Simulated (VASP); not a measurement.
# CdSe in VASP: notebook

CdSe is run at these levels: r2SCAN; tasks: single point.

Program: VASP 6.6.1. These are calculated values, not measurements. Logs are shortened: lines on timing, memory, paths and dates and some standing lists are left out, and cuts for length are marked.

## 1. The cell of the first run

The structure is cubic, space group F-43m (No. 216). The conventional cell has a = 6.134 Å, b = 6.134 Å, c = 6.134 Å, α = 90.00°, β = 90.00°, γ = 90.00°. Cd (site symmetry -43m) has 4 Se at 2.66 Å within 3.5 Å. Within 3.5 Å of Se (site symmetry -43m) lie 4 Cd at 2.66 Å.

## 2. Single point, r2SCAN

The input, POSCAR:

```
CdSe
1.0
    3.0667787416      3.0667787416      0.0000000000
   -3.0667787416      3.0667787416      0.0000000000
    0.0000000000      3.0667787416      3.0667787416
Cd Se
1 1
Direct
    0.0000000000      0.0000000000      0.0000000000
    0.7500000000      0.2500000000      0.5000000000
```

The input, INCAR.step1:

```
ALGO     = Normal         # electronic algorithm
EDIFF    = 1E-4           # SCF threshold, eV
ENCUT    = 520            # plane-wave cutoff, eV
GGA      = PE             # functional
ISMEAR   = 0              # smearing method
LASPH    = T              # aspherical terms in the spheres
LCHARG   = F              # write CHGCAR
LREAL    = F              # projectors in reciprocal space
LWAVE    = T              # write WAVECAR
NBANDS   = 16             # bands
NELM     = 100            # most SCF steps
PREC     = Accurate       # precision mode
SIGMA    = 0.01           # smearing width, eV
```

The input, INCAR.step2:

```
ALGO     = Normal         # electronic algorithm
EDIFF    = 1E-6           # SCF threshold, eV
ENCUT    = 520            # plane-wave cutoff, eV
ISIF     = 2              # what is computed and relaxed
ISMEAR   = 0              # smearing method
ISTART   = 1            
LASPH    = T              # aspherical terms in the spheres
LCHARG   = F              # write CHGCAR
LMIXTAU  = T            
LREAL    = F              # projectors in reciprocal space
LWAVE    = F              # write WAVECAR
METAGGA  = R2SCAN         # meta-GGA
NBANDS   = 16             # bands
NELM     = 100            # most SCF steps
PREC     = Accurate       # precision mode
SIGMA    = 0.01           # smearing width, eV
```

The input, KPOINTS:

```
k-points
0
Gamma
  6 6 6
```

Potentials or basis: VASP PAW PBE potentials, release 64 (Cd, Se).

On the command line:

```sh
> cat potpaw_PBE.64/Cd/POTCAR potpaw_PBE.64/Se/POTCAR > POTCAR
> cp INCAR.step1 INCAR
> mpirun -np 1 vasp_std > vasp.out
> cp INCAR.step2 INCAR
> mpirun -np 1 vasp_std > vasp.out
```

OUTCAR:

```text
EDIFF = 1E-6
   ENCUT = 520
   ISIF = 2
   ISMEAR = 0
   ISTART = 1
   LASPH = T
   LREAL = F
   METAGGA = R2SCAN
   NELM = 100
   PREC = Accurate

 ion  position               nearest neighbor table
   1  0.000  0.000  0.000-   2 2.66   2 2.66   2 2.66   2 2.66
   2  0.750  0.250  0.500-   1 2.66   1 2.66   1 2.66   1 2.66

  LATTYP: Found a face centered cubic cell.
 ALAT       =     6.1335574832

  Lattice vectors:

 A1 = (   0.0000000000,   3.0667787416,   3.0667787416)
 A2 = (   3.0667787416,   0.0000000000,   3.0667787416)
 A3 = (   3.0667787416,   3.0667787416,   0.0000000000)

Analysis of symmetry for initial positions (statically):
=====================================================================
 Subroutine PRICEL returns:
 Original cell was already a primitive cell.

 Routine SETGRP: Setting up the symmetry group for a
 face centered cubic supercell.

 Subroutine GETGRP returns: Found 24 space group operations
 (whereof 24 operations were pure point group operations)
 out of a pool of 48 trial point group operations.

The static configuration has the point symmetry T_d .

Analysis of symmetry for dynamics (positions and initial velocities):
=====================================================================
 Subroutine PRICEL returns:
 Original cell was already a primitive cell.

 Routine SETGRP: Setting up the symmetry group for a
 face centered cubic supercell.

 Subroutine GETGRP returns: Found 24 space group operations
 (whereof 24 operations were pure point group operations)
 out of a pool of 48 trial point group operations.

The dynamic configuration has the point symmetry T_d .

 Subroutine INISYM returns: Found 24 space group operations
 (whereof 24 operations are pure point group operations),
 and found     1 'primitive' translations

----------------------------------------------------------------------------------------

                                     Primitive cell

  volume of cell :      57.6869

  direct lattice vectors                    reciprocal lattice vectors
     3.066778742  3.066778742  0.000000000     0.163037520  0.163037520 -0.163037520
    -3.066778742  3.066778742  0.000000000    -0.163037520  0.163037520 -0.163037520
     0.000000000  3.066778742  3.066778742     0.000000000  0.000000000  0.326075040

  length of vectors
     4.337080089  4.337080089  4.337080089     0.282389268  0.282389268  0.326075040

  position of ions in fractional coordinates (direct lattice)
     0.000000000  0.000000000  0.000000000
     0.750000000  0.250000000  0.500000000

  ion indices of the primitive-cell ions
   primitive index   ion index
                 1           1
                 2           2

----------------------------------------------------------------------------------------

 KPOINTS: k-points

Automatic generation of k-mesh.
 Grid dimensions read from file:
 generate k-points for:    6    6    6

 Generating k-lattice:

  Cartesian coordinates                     Fractional coordinates (reciprocal lattice)
     0.027172920  0.027172920 -0.027172920     0.166666667  0.000000000  0.000000000
    -0.027172920  0.027172920 -0.027172920     0.000000000  0.166666667  0.000000000
     0.000000000  0.000000000  0.054345840     0.000000000  0.000000000  0.166666667

  Length of vectors
     0.047064878  0.047064878  0.054345840

  Shift w.r.t. Gamma in fractional coordinates (k-lattice)
     0.000000000  0.000000000  0.000000000

 Subroutine IBZKPT returns following result:
 ===========================================

 Found     16 irreducible k-points:

 Following reciprocal coordinates:
            Coordinates               Weight
  0.000000  0.000000  0.000000      1.000000
  0.166667  0.000000  0.000000      8.000000
  0.333333  0.000000  0.000000      8.000000
  0.500000  0.000000  0.000000      4.000000
  0.166667  0.166667  0.000000     12.000000
  0.333333  0.166667  0.000000     24.000000
[... 8 lines left out ...]
  0.500000  0.333333  0.166667     24.000000
  0.500000  0.500000  0.166667     12.000000
   k-points           NKPTS =     16   k-points in BZ     NKDIM =     16   number of bands    NBANDS=     16
   number of dos      NEDOS =    301   number of ions     NIONS =      2
   total plane-waves  NPLWV =  32768
   dimension x,y,z NGX =    32 NGY =   32 NGZ =   32
   dimension x,y,z NGXF=    64 NGYF=   64 NGZF=   64
   ions per type =               1   1
   NGX,Y,Z   is equivalent  to a cutoff of  12.27, 12.27, 12.27 a.u.
   NGXF,Y,Z  is equivalent  to a cutoff of  24.53, 24.53, 24.53 a.u.
 SYSTEM =  unknown system
   PREC   = accura    normal or accurate (medium, high low for compatibility)
   ISTART =      1    job   : 0-new  1-cont  2-samecut
   ICHARG =      0    charge: 1-file 2-atom 10-const
   ISPIN  =      1    spin polarized calculation?
   LNONCOLLINEAR =      F non collinear calculations
   LSORBIT =      F    spin-orbit coupling
   LASPH  =      T    aspherical Exc in radial PAW
   ENCUT  =  520.0 eV  38.22 Ry    6.18 a.u.   8.06  8.06  8.06*2*pi/ulx,y,z
   NELM   =    100;   NELMIN=  2; NELMDL=  0     # of ELM steps
   EDIFF  = 0.1E-05   stopping-criterion for ELM
   LREAL  =      F    real-space projection
[... 7 lines left out ...]
   TEBEG  =    0.0;   TEEND  =   0.0 temperature during run
   PSTRESS=    0.0 pullay stress
   NELECT =      18.0000    total number of electrons
   NUPDOWN=      -1.0000    fix difference up-down
   EMIN   =  10.00;   EMAX   =-10.00  energy-range for DOS
   EFERMI =   0.00;   METHOD = LEGACY
   ISMEAR =     0;   SIGMA  =   0.01  broadening in eV -4-tet -1-fermi 0-gaus
   EFERMI_NEDOS =   21; number of points for ismear=-14 and -15
   IALGO  =     38    algorithm
   IMIX   =      4    mixing-type and parameters
     AMIX     =   0.40;   BMIX     =  1.00
     AMIX_MAG =   1.60;   BMIX_MAG =  1.00
  volume/ion in A,a.u.               =      28.84       194.65
  Fermi-wavevector in a.u.,A,eV,Ry     =   1.110384  2.098322 16.775341  1.232953
  Thomas-Fermi vector in A             =   2.246935
   LORBIT       =      0    0 simple, 1 ext, 2 COOP (PROOUT), +10 PAW based schemes
   METAGGA = R2SCAN    functional components
   LHFCALC =     F    Hartree Fock is set to
   AEXX    =    0.0000 exact exchange contribution
   IVDW    =     0    specifies the selected vdW correction
   LEPSILON=     F    determine dielectric tensor
   LRPA    =     F    only Hartree local field effects (RPA)
 non-spin polarized calculation
 Gauss-broadening in eV      SIGMA  =   0.01
  energy-cutoff  :      520.00
  volume of cell :       57.69
 maximum number of plane-waves:      1588
   NGX = 17   NGY = 17   NGZ = 17

 number of electron      18.0000008 magnetization

 Free energy of the ion-electron system (eV)
  ---------------------------------------------------
  ext. energy  EPLUGINS =         0.00000000
  ---------------------------------------------------
  free energy    TOTEN  =       -35.91290486 eV

  energy without entropy =      -35.91290486  energy(sigma->0) =      -35.91290486

 E-fermi :   0.5493     XC(G=0):  -9.3069

 val. band max:        0.4481193263   @ k =   0.0000   0.0000   0.0000
 cond. band min:       1.4763824115   @ k =   0.0000   0.0000   0.0000
 fundamental gap:      1.0282630852
 Fermi energy:         0.5493499674

 k-point     1 :       0.0000    0.0000    0.0000
  band No.  band energies     occupation
      1     -12.4281      2.00000
      2      -7.6399      2.00000
      3      -7.6399      2.00000
      4      -7.6399      2.00000
      5      -7.2664      2.00000
      6      -7.2664      2.00000
[... 8 lines left out ...]
     15      12.0406      0.00000
     16      12.0406      0.00000

 k-point     2 :       0.1667    0.0000    0.0000
  band No.  band energies     occupation
      1     -12.3396      2.00000
      2      -7.6116      2.00000
      3      -7.6116      2.00000
      4      -7.5480      2.00000
      5      -7.2669      2.00000
      6      -7.2669      2.00000
[... 8 lines left out ...]
     15      11.0476      0.00000
     16      11.4088      0.00000

 k-point     3 :       0.3333    0.0000    0.0000
  band No.  band energies     occupation
      1     -12.1603      2.00000
      2      -7.5637      2.00000
      3      -7.5637      2.00000
      4      -7.2567      2.00000
      5      -7.2567      2.00000
      6      -7.2467      2.00000
[... 8 lines left out ...]
     15      11.5192      0.00000
     16      11.5192      0.00000

 k-point     4 :       0.5000    0.0000    0.0000
  band No.  band energies     occupation
      1     -12.0698      2.00000
      2      -7.5458      2.00000
      3      -7.5458      2.00000
      4      -7.2442      2.00000
      5      -7.2442      2.00000
      6      -6.9805      2.00000
[... 8 lines left out ...]
     15      13.1718      0.00000
     16      13.1719      0.00000

 k-point     5 :       0.1667    0.1667    0.0000
  band No.  band energies     occupation
      1     -12.2211      2.00000
      2      -7.5789      2.00000
      3      -7.5578      2.00000
      4      -7.4056      2.00000
      5      -7.2791      2.00000
      6      -7.2423      2.00000
[... 8 lines left out ...]
     15      11.6050      0.00000
     16      12.9674      0.00000

 k-point     6 :       0.3333    0.1667    0.0000
  band No.  band energies     occupation
      1     -12.0723      2.00000
      2      -7.5261      2.00000
      3      -7.5251      2.00000
      4      -7.2672      2.00000
      5      -7.2660      2.00000
      6      -7.0452      2.00000
[... 8 lines left out ...]
     15      11.9981      0.00000
     16      13.1127      0.00000
[... 115 lines left out ...]
 k-point    13 :       0.5000    0.5000    0.0000
  band No.  band energies     occupation
      1     -11.9570      2.00000
      2      -7.4349      2.00000
      3      -7.3845      2.00000
      4      -7.3845      2.00000
      5      -7.2102      2.00000
      6      -6.9137      2.00000
[... 8 lines left out ...]
     15      13.4222      0.00000
     16      14.3707      0.00000

 k-point    14 :       0.3333    0.3333    0.1667
  band No.  band energies     occupation
      1     -12.0443      2.00000
      2      -7.4947      2.00000
      3      -7.4855      2.00000
      4      -7.3298      2.00000
      5      -7.2407      2.00000
      6      -7.0317      2.00000
[... 8 lines left out ...]
     15      13.1657      0.00000
     16      14.1280      0.00000

 k-point    15 :       0.5000    0.3333    0.1667
  band No.  band energies     occupation
      1     -11.9860      2.00000
      2      -7.4850      2.00000
      3      -7.4611      2.00000
      4      -7.2961      2.00000
      5      -7.2552      2.00000
      6      -6.8513      2.00000
[... 8 lines left out ...]
     15      12.8927      0.00000
     16      14.0375      0.00000

 k-point    16 :       0.5000    0.5000    0.1667
  band No.  band energies     occupation
      1     -11.9576      2.00000
      2      -7.4491      2.00000
      3      -7.4348      2.00000
      4      -7.3286      2.00000
      5      -7.2394      2.00000
      6      -6.8255      2.00000
[... 8 lines left out ...]
     15      13.8411      0.00000
     16      14.0013      0.00000

------------------------ aborting loop because EDIFF is reached ----------------------------------------

  FORCE on cell =-STRESS in cart. coord.  units (eV):
  Direction    XX          YY          ZZ          XY          YZ          ZX
  --------------------------------------------------------------------------------------
  -------------------------------------------------------------------------------------
  Total        0.0895838      0.0895838      0.0895838     -0.0000000      0.0000000      0.0000000
  in kB        2.4880713      2.4880713      2.4880713     -0.0000000      0.0000000      0.0000000
  external PRESSURE =       2.4880713 kB  Pullay stress =       0.0000000 kB

 VOLUME and BASIS-vectors are now :
 -----------------------------------------------------------------------------
  energy-cutoff  :      520.00
  volume of cell :       57.69
      direct lattice vectors                 reciprocal lattice vectors
     3.066778742  3.066778742  0.000000000     0.163037520  0.163037520 -0.163037520
    -3.066778742  3.066778742  0.000000000    -0.163037520  0.163037520 -0.163037520
     0.000000000  3.066778742  3.066778742     0.000000000  0.000000000  0.326075040

 POSITION                                       TOTAL-FORCE (eV/Angst)
 -----------------------------------------------------------------------------------
      0.00000      0.00000      0.00000         0.000000      0.000000      0.000000
      1.53339      4.60017      1.53339        -0.000000     -0.000000      0.000000
 -----------------------------------------------------------------------------------
    total drift:                                0.000005     -0.000000      0.000000

  FREE ENERGIE OF THE ION-ELECTRON SYSTEM (eV)
  ---------------------------------------------------
  free  energy   TOTEN  =       -35.9129048626 eV

  energy  without entropy=      -35.9129048626  energy(sigma->0) =      -35.91290486
```

Wall time 22 s (1 thread of Intel Xeon 6975P-C (Granite Rapids), shared host); peak memory 0.19 GiB.

What came out:

| Property | Result |
| --- | --- |
| Free energy | -35.9129 eV |
| Pressure | 0.2 GPa |
| Band gap on the k mesh | 1.03 eV, direct |

Caveat: the PAW data sets were made with another functional, which shifts forces and pressure a little. r2SCAN opens gaps a little over a GGA but as a rule still falls short of measured ones.

(Continued in part 2 of 3.)
